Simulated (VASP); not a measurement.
# Fe (Fmmm) in VASP: notebook

Fe is run at these levels: PBE; tasks: electric field gradients.

Everything below comes from runs of VASP 6.6.1. Logs are shortened: lines on timing, memory, paths and dates and some standing lists are left out, and cuts for length are marked.

### Step 1. The cell of the first run

It takes space group Fmmm (No. 69, orthorhombic). The conventional cell has a = 2.956 Å, b = 3.831 Å, c = 3.877 Å, α = 90.00°, β = 90.00°, γ = 90.00°. Fe (site symmetry mmm) has 14 Fe at 2.42 to 2.96 Å within 3.2 Å.

### Step 2. Electric field gradients, PBE, collinear spin, ferromagnetic start (10.98 Å³/atom)

INCAR

```
PREC     = Accurate       # precision mode
ENCUT    = 520            # plane-wave cutoff, eV
EDIFF    = 1E-8           # SCF threshold, eV
ISMEAR   = -1             # smearing method
SIGMA    = 0.05           # smearing width, eV
LREAL    = F              # projectors in reciprocal space
LASPH    = T              # aspherical terms in the spheres
NELM     = 150            # most SCF steps
ALGO     = Normal         # electronic algorithm
ISIF     = 2              # what is computed and relaxed
LWAVE    = F              # write WAVECAR
LCHARG   = F              # write CHGCAR
ISPIN    = 2              # spin polarisation
MAGMOM   = 3              # initial moments
LORBIT   = 11             # projections on sites
LMAXMIX  = 4              # l up to which the mixer works
GGA      = PE             # functional
LEFG     = T            
NBANDS   = 14             # bands
```

KPOINTS

```
regular mesh
0
Gamma
  16 16 16
```

POSCAR

```
Fe
1.0
    0.0000000000      1.9154967481      1.9385464314
    1.4781880421      0.0000000000      1.9385464314
    1.4781880421      1.9154967481      0.0000000000
Fe
1
Direct
    0.0000000000      0.0000000000      0.0000000000
```

Potentials or basis: VASP PAW PBE potentials, release 64 (Fe).

On the command line:

```sh
cat potpaw_PBE.64/Fe/POTCAR > POTCAR
mpirun -np 1 vasp_std > vasp.out
```

OUTCAR:

```text
PREC = Accurate
   ENCUT = 520
   EDIFF = 1E-8
   ISMEAR = -1
   LREAL = F
   LASPH = T
   NELM = 150
   ISIF = 2
   ISPIN = 2
   LORBIT = 11
   GGA = PE

 ion  position               nearest neighbor table
   1  0.000  0.000  0.000-

  LATTYP: Found a face centered orthorhombic cell.
 ALAT       =     2.9563760842
 B/A-ratio  =     1.2958410524
 C/A-ratio  =     1.3114342534

  Lattice vectors:

 A1 = (   0.0000000000,   1.9154967481,   1.9385464314)
 A2 = (   1.4781880421,   0.0000000000,   1.9385464314)
 A3 = (   1.4781880421,   1.9154967481,   0.0000000000)

Analysis of symmetry for initial positions (statically):
=====================================================================
 Subroutine PRICEL returns:
 Original cell was already a primitive cell.

 Routine SETGRP: Setting up the symmetry group for a
 face centered orthorhombic supercell.

 Subroutine GETGRP returns: Found  8 space group operations
 (whereof  8 operations were pure point group operations)
 out of a pool of  8 trial point group operations.

The static configuration has the point symmetry D_2h.

Analysis of symmetry for dynamics (positions and initial velocities):
=====================================================================
 Subroutine PRICEL returns:
 Original cell was already a primitive cell.

 Routine SETGRP: Setting up the symmetry group for a
 face centered orthorhombic supercell.

 Subroutine GETGRP returns: Found  8 space group operations
 (whereof  8 operations were pure point group operations)
 out of a pool of  8 trial point group operations.

The dynamic configuration has the point symmetry D_2h.

Analysis of structural, dynamic, and magnetic symmetry:
=====================================================================
 Subroutine PRICEL returns:
 Original cell was already a primitive cell.

 Routine SETGRP: Setting up the symmetry group for a
 face centered orthorhombic supercell.

 Subroutine GETGRP returns: Found  8 space group operations
 (whereof  8 operations were pure point group operations)
 out of a pool of  8 trial point group operations.

The overall configuration has the point symmetry D_2h.

 Subroutine INISYM returns: Found  8 space group operations
[... 555 lines left out ...]
     12      37.7570      0.00000
     13      37.9548      0.00000
     14      40.2439      0.00000

 [... further k-points ...]

 spin component 2

 k-point     1 :       0.0000    0.0000    0.0000
  band No.  band energies     occupation
      1      -2.2750      1.00000
      2       5.4340      1.00000
      3       5.5888      1.00000
      4       6.1125      0.90071
      5       7.4441      0.00000
      6       8.0776      0.00000
      7      30.1721      0.00000
      8      31.7701      0.00000
      9      32.0832      0.00000
     10      36.7765      0.00000
     11      37.4844      0.00000
     12      39.0796      0.00000
     13      39.1035      0.00000
     14      39.1703      0.00000
[... 379 lines left out ...]
      3       5.5258      1.00000
      4       6.2398      0.41580
      5       7.2990      0.00000
      6       8.0289      0.00000
      7      28.7105      0.00000
      8      30.4807      0.00000
      9      31.6564      0.00000
     10      35.9178      0.00000
     11      36.5788      0.00000
     12      38.1580      0.00000
     13      38.4276      0.00000
     14      40.9589      0.00000

 [... further k-points ...]

------------------------ aborting loop because EDIFF is reached ----------------------------------------

  FORCE on cell =-STRESS in cart. coord.  units (eV):
  Direction    XX          YY          ZZ          XY          YZ          ZX
  --------------------------------------------------------------------------------------
  -------------------------------------------------------------------------------------
  Total        0.0812527      0.8090611      0.6729673      0.0000000      0.0000000      0.0000000
  in kB       11.8585327    118.0795273     98.2171292      0.0000000      0.0000000      0.0000000
  external PRESSURE =      76.0517297 kB  Pullay stress =       0.0000000 kB

 VOLUME and BASIS-vectors are now :
 -----------------------------------------------------------------------------
  energy-cutoff  :      520.00
  volume of cell :       10.98
      direct lattice vectors                 reciprocal lattice vectors
     0.000000000  1.915496748  1.938546431    -0.338251958  0.261028895  0.257925212
     1.478188042  0.000000000  1.938546431     0.338251958 -0.261028895  0.257925212
     1.478188042  1.915496748  0.000000000     0.338251958  0.261028895 -0.257925212

 POSITION                                       TOTAL-FORCE (eV/Angst)
 -----------------------------------------------------------------------------------
      0.00000      0.00000      0.00000        -0.000000      0.000000      0.000000
 -----------------------------------------------------------------------------------
    total drift:                                0.000000     -0.000000     -0.000000

  FREE ENERGIE OF THE ION-ELECTRON SYSTEM (eV)
  ---------------------------------------------------
  free  energy   TOTEN  =        -8.2168974462 eV

  energy  without entropy=       -8.2074447562  energy(sigma->0) =       -8.21217110

 Electric field gradients (V/A^2)
---------------------------------------------------------------------
 ion       V_xx      V_yy      V_zz      V_xy      V_xz      V_yz
---------------------------------------------------------------------
   1       8.323    -3.752    -4.571     0.001     0.001     0.000
---------------------------------------------------------------------

 Electric field gradients after diagonalization (V/A^2)
 (convention: |V_zz| > |V_xx| > |V_yy|)
----------------------------------------------------------------------
 ion       V_xx      V_yy      V_zz     asymmetry (V_yy - V_xx)/ V_zz
----------------------------------------------------------------------
   1      -4.571    -3.752     8.323       0.098
----------------------------------------------------------------------

           NMR quadrupolar parameters

 Cq : quadrupolar parameter    Cq=e*Q*V_zz/h
 eta: asymmetry parameters     (V_yy - V_xx)/ V_zz
 Q  : nuclear electric quadrupole moment in mb (millibarn)
----------------------------------------------------------------------
 ion       Cq(MHz)       eta       Q (mb)
----------------------------------------------------------------------
   1       0.020       0.098       1.000
----------------------------------------------------------------------

 total charge

# of ion       s       p       d       tot
------------------------------------------
    1        0.503   0.574   6.265   7.342

 magnetization (x)

# of ion       s       p       d       tot
------------------------------------------
    1       -0.013  -0.055   2.201   2.133
```

OSZICAR:

```text
N       E                     dE             d eps       ncg     rms          rms(c)
DAV:   1     0.221095104973E+02    0.22110E+02   -0.38340E+03 37994   0.707E+02
DAV:   2    -0.816750655085E+01   -0.30277E+02   -0.27790E+02 38166   0.129E+02
DAV:   3    -0.907745671669E+01   -0.90995E+00   -0.90388E+00 42270   0.232E+01
DAV:   4    -0.908033679375E+01   -0.28801E-02   -0.28798E-02 40506   0.119E+00
DAV:   5    -0.908034965575E+01   -0.12862E-04   -0.12861E-04 42552   0.810E-02    0.120E+01
DAV:   6    -0.828415721734E+01    0.79619E+00   -0.92375E+00 44910   0.356E+01    0.490E+00
DAV:   7    -0.823179096467E+01    0.52366E-01   -0.45449E-01 42900   0.775E+00    0.311E+00
DAV:   8    -0.822383547486E+01    0.79555E-02   -0.68539E-03 41854   0.493E-01    0.141E+00
DAV:   9    -0.821687746948E+01    0.69580E-02   -0.80643E-03 46766   0.459E-01    0.288E-01
DAV:  10    -0.821685064926E+01    0.26820E-04   -0.51126E-04 42096   0.264E-01    0.810E-02
DAV:  11    -0.821689969933E+01   -0.49050E-04   -0.17683E-04 43588   0.116E-01    0.357E-02
DAV:  12    -0.821689762406E+01    0.20753E-05   -0.43749E-06 39804   0.236E-02    0.139E-02
DAV:  13    -0.821689825617E+01   -0.63211E-06   -0.17095E-06 42112   0.109E-02    0.827E-03
DAV:  14    -0.821689745586E+01    0.80031E-06   -0.42895E-07 44056   0.650E-03    0.223E-03
DAV:  15    -0.821689747298E+01   -0.17123E-07   -0.16763E-08 27128   0.125E-03    0.793E-04
DAV:  16    -0.821689744504E+01    0.27941E-07   -0.46520E-09 19074   0.654E-04    0.158E-04
DAV:  17    -0.821689744620E+01   -0.11613E-08   -0.73928E-10 18576   0.234E-04
   1 F= -.82168974E+01 E0= -.82121711E+01  d E =-.945269E-02  mag=     2.1425
```

stdout:

```text
POSCAR found type information on POSCAR Fe
 POSCAR found :  1 types and       1 ions
 scaLAPACK will be used
 LDA part: xc-table for (Slater+PW92), standard interpolation
 POSCAR, INCAR and KPOINTS ok, starting setup
 FFT: planning ... GRIDC
 FFT: planning ... GRID_SOFT
 FFT: planning ... GRID
 WAVECAR not read
 entering main loop
ion   1
```

Wall time 1.8 min (1 thread of Intel Xeon 6975P-C (Granite Rapids), shared host); peak memory 0.25 GiB.

Results:

```
Free energy                                           : -8.2169 eV
Pressure                                              : 7.6 GPa
Net moment                                            : 2.14 μB per cell
Site moments                                          : Fe +2.13 μB
Largest electric field gradient by atom               : Fe +8.3 V/Å²
Valence electrons inside the program's atomic spheres : Fe 7.34
```

Stress tensor (GPa, compression positive):
```
 1.19  0.00  0.00
 0.00 11.81  0.00
 0.00  0.00  9.82
```

Electric field gradients, principal values (V/Å²):
```tsv
atom	least	middle	greatest (by size)
1 Fe	-3.752	-4.571	8.323
```

Caveat: the cell stands under pressure; without QUAD_EFG the Cq values of the log hold for a quadrupole moment of 1 mb, not for the nuclei.

### Step 3. Electric field gradients, PBE, collinear spin, ferromagnetic start (11.21 Å³/atom)

This run uses another cell than the first one, of 11.21 Å³/atom.

INCAR

```
ALGO = Normal ; EDIFF = 1E-8
ENCUT = 520 ; GGA = PE
ISIF = 2 ; ISMEAR = -1
ISPIN = 2 ; LASPH = True
LCHARG = False ; LEFG = True
LMAXMIX = 4 ; LORBIT = 11
LREAL = False ; LWAVE = False
MAGMOM = 3 ; NBANDS = 14
NELM = 150 ; PREC = Accurate
SIGMA = 0.05
```

KPOINTS

```
k-points
0
Gamma
  16 16 16
```

POSCAR

```
Fe
1.0
    0.0000000000      1.9287074879      1.9519161397
    1.4883827645      0.0000000000      1.9519161397
    1.4883827645      1.9287074879      0.0000000000
Fe
1
Direct
    0.0000000000      0.0000000000      0.0000000000
```

Potentials or basis: VASP PAW PBE potentials, release 64 (Fe).

On the command line:

```sh
cat potpaw_PBE.64/Fe/POTCAR > POTCAR
mpirun -np 1 vasp_std > vasp.out
```

OUTCAR:

```text
EDIFF = 1E-8
   ENCUT = 520
   GGA = PE
   ISIF = 2
   ISMEAR = -1
   ISPIN = 2
   LASPH = True
   LORBIT = 11
   LREAL = False
   NELM = 150
   PREC = Accurate

 ion  position               nearest neighbor table
   1  0.000  0.000  0.000-

  LATTYP: Found a face centered orthorhombic cell.
 ALAT       =     2.9767655290
 B/A-ratio  =     1.2958410524
 C/A-ratio  =     1.3114342535

  Lattice vectors:

 A1 = (   0.0000000000,   1.9287074879,   1.9519161397)
 A2 = (   1.4883827645,   0.0000000000,   1.9519161397)
 A3 = (   1.4883827645,   1.9287074879,   0.0000000000)

Analysis of symmetry for initial positions (statically):
=====================================================================
 Subroutine PRICEL returns:
 Original cell was already a primitive cell.

 Routine SETGRP: Setting up the symmetry group for a
 face centered orthorhombic supercell.

 Subroutine GETGRP returns: Found  8 space group operations
 (whereof  8 operations were pure point group operations)
 out of a pool of  8 trial point group operations.

The static configuration has the point symmetry D_2h.

Analysis of symmetry for dynamics (positions and initial velocities):
=====================================================================
 Subroutine PRICEL returns:
 Original cell was already a primitive cell.

 Routine SETGRP: Setting up the symmetry group for a
 face centered orthorhombic supercell.

 Subroutine GETGRP returns: Found  8 space group operations
 (whereof  8 operations were pure point group operations)
 out of a pool of  8 trial point group operations.

[... 981 lines left out ...]
      9      31.2057      0.00000
     10      35.3186      0.00000
     11      35.9388      0.00000
     12      37.5666      0.00000
     13      37.7724      0.00000
     14      40.2588      0.00000

 [... further k-points ...]

------------------------ aborting loop because EDIFF is reached ----------------------------------------

  FORCE on cell =-STRESS in cart. coord.  units (eV):
  Direction    XX          YY          ZZ          XY          YZ          ZX
  --------------------------------------------------------------------------------------
  -------------------------------------------------------------------------------------
  Total       -0.1702242      0.5057650      0.3791700      0.0000000      0.0000000      0.0000000
  in kB      -24.3365840     72.3081466     54.2091287      0.0000000      0.0000000      0.0000000
  external PRESSURE =      34.0602304 kB  Pullay stress =       0.0000000 kB

 VOLUME and BASIS-vectors are now :
 -----------------------------------------------------------------------------
  energy-cutoff  :      520.00
  volume of cell :       11.21
      direct lattice vectors                 reciprocal lattice vectors
     0.000000000  1.928707488  1.951916140    -0.335935091  0.259240970  0.256158546
     1.488382765  0.000000000  1.951916140     0.335935091 -0.259240970  0.256158546
     1.488382765  1.928707488  0.000000000     0.335935091  0.259240970 -0.256158546

 POSITION                                       TOTAL-FORCE (eV/Angst)
 -----------------------------------------------------------------------------------
      0.00000      0.00000      0.00000        -0.000000      0.000000      0.000000
 -----------------------------------------------------------------------------------
    total drift:                                0.000000     -0.000000     -0.000000

  FREE ENERGIE OF THE ION-ELECTRON SYSTEM (eV)
  ---------------------------------------------------
  free  energy   TOTEN  =        -8.2246963270 eV

  energy  without entropy=       -8.2153231577  energy(sigma->0) =       -8.22000974

 Electric field gradients (V/A^2)
---------------------------------------------------------------------
 ion       V_xx      V_yy      V_zz      V_xy      V_xz      V_yz
---------------------------------------------------------------------
   1       7.193    -3.135    -4.058     0.001     0.001     0.000
---------------------------------------------------------------------

 Electric field gradients after diagonalization (V/A^2)
 (convention: |V_zz| > |V_xx| > |V_yy|)
----------------------------------------------------------------------
 ion       V_xx      V_yy      V_zz     asymmetry (V_yy - V_xx)/ V_zz
----------------------------------------------------------------------
   1      -4.058    -3.135     7.193       0.128
----------------------------------------------------------------------

           NMR quadrupolar parameters

 Cq : quadrupolar parameter    Cq=e*Q*V_zz/h
 eta: asymmetry parameters     (V_yy - V_xx)/ V_zz
 Q  : nuclear electric quadrupole moment in mb (millibarn)
----------------------------------------------------------------------
 ion       Cq(MHz)       eta       Q (mb)
----------------------------------------------------------------------
   1       0.017       0.128       1.000
----------------------------------------------------------------------

 total charge

# of ion       s       p       d       tot
------------------------------------------
    1        0.494   0.554   6.249   7.298

 magnetization (x)

# of ion       s       p       d       tot
------------------------------------------
    1       -0.013  -0.054   2.248   2.181
```

stdout:

```text
POSCAR found type information on POSCAR Fe
 POSCAR found :  1 types and       1 ions
 scaLAPACK will be used
 LDA part: xc-table for (Slater+PW92), standard interpolation
 POSCAR, INCAR and KPOINTS ok, starting setup
 FFT: planning ... GRIDC
 FFT: planning ... GRID_SOFT
 FFT: planning ... GRID
 WAVECAR not read
 entering main loop
ion   1
```

It took 1.8 min on 1 thread of Intel Xeon 6975P-C (Granite Rapids), shared host; peak memory 0.25 GiB.

Results:

```
Free energy                                           : -8.2247 eV
Pressure                                              : 3.4 GPa
Net moment                                            : 2.19 μB per cell
Site moments                                          : Fe +2.18 μB
Largest electric field gradient by atom               : Fe +7.2 V/Å²
Valence electrons inside the program's atomic spheres : Fe 7.30
```

Stress tensor (GPa, compression positive):
```
-2.43  0.00  0.00
 0.00  7.23  0.00
 0.00  0.00  5.42
```

Levels at points of the mesh, in eV from the Fermi level:
Spin up:
```
           k point  band 3  band 4  band 5  band 6  band 7  band 8
(0.00, 0.00, 0.00)   -2.41   -2.07   -1.35   -0.96   24.03   25.53
(0.50, 0.00, 0.00)   -1.41   -0.80    0.29    0.33    7.20   19.07
(0.50, 0.50, 0.00)   -0.76   -0.69    0.41    0.85    7.91   17.48
(0.50, 0.00, 0.50)   -0.78   -0.75    0.49    1.08    8.18   17.24
(0.00, 0.50, 0.50)   -0.02    0.12    0.23    7.99   11.09   11.09
```
Spin down:
| k point | band 1 | band 2 | band 3 | band 4 | band 5 | band 6 |
| --- | --- | --- | --- | --- | --- | --- |
| (0.00, 0.00, 0.00) | -8.36 | -0.69 | -0.54 | -0.02 | 1.27 | 1.89 |
| (0.50, 0.00, 0.00) | -3.76 | -1.49 | 0.40 | 1.15 | 1.94 | 2.56 |
| (0.50, 0.50, 0.00) | -3.72 | -2.23 | 0.99 | 1.93 | 2.07 | 2.60 |
| (0.50, 0.00, 0.50) | -3.70 | -2.17 | 1.22 | 1.86 | 2.01 | 2.63 |
| (0.00, 0.50, 0.50) | -3.24 | -3.04 | 2.27 | 2.28 | 2.34 | 8.25 |

Electric field gradients, principal values (V/Å²):
| atom | least | middle | greatest (by size) |
| --- | --- | --- | --- |
| 1 Fe | -3.135 | -4.058 | 7.193 |

Caveat: the cell stands under pressure; without QUAD_EFG the Cq values of the log hold for a quadrupole moment of 1 mb, not for the nuclei.

(Part 1 of 2 ends here.)
